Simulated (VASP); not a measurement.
Input of a VASP 6.6.1 run:

Contents of INCAR:

```
SYSTEM = S
ALGO     = Normal         ! electronic algorithm
EDIFF    = 1E-6           ! SCF threshold, eV
ENCUT    = 520            ! plane-wave cutoff, eV
GGA      = PE             ! functional
ISIF     = 2              ! what is computed and relaxed
ISMEAR   = 0              ! smearing method
IVDW     = 12             ! dispersion correction
LASPH    = .TRUE.         ! aspherical terms in the spheres
LCHARG   = .FALSE.        ! write CHGCAR
LREAL    = .FALSE.        ! projectors in reciprocal space
LWAVE    = .FALSE.        ! write WAVECAR
NBANDS   = 9              ! bands
NELM     = 100            ! most SCF steps
PREC     = Accurate       ! precision mode
SIGMA    = 0.15           ! smearing width, eV
```

The input KPOINTS:

```
k-points
0
G
  22 22 22
  0 0 0
```

The input POSCAR:

```
S
1.0
    0.0000000000      2.3023092951      1.4965010418
    2.3023092951      0.0000000000      1.4965010418
    2.3023092951      2.3023092951      0.0000000000
S
1
Direct
    0.0000000000      0.0000000000      0.0000000000
```

Potentials or basis: VASP PAW PBE potentials, release 64 (S).

Command:

```bash
$ cat potpaw_PBE.64/S/POTCAR > POTCAR
$ mpirun -np 1 vasp_std > vasp.out
```

(1) Predict the band gap on the k mesh.

(2) Predict the pressure.

(3) Predict the dispersion energy per atom.

Answers

(1) zero (bands 3 and 4 overlap by 6.59 eV).

(2) -4.3 GPa.

(3) -0.383 eV.

Caveat: the stress differs along the axes, from -7 to 1 GPa.
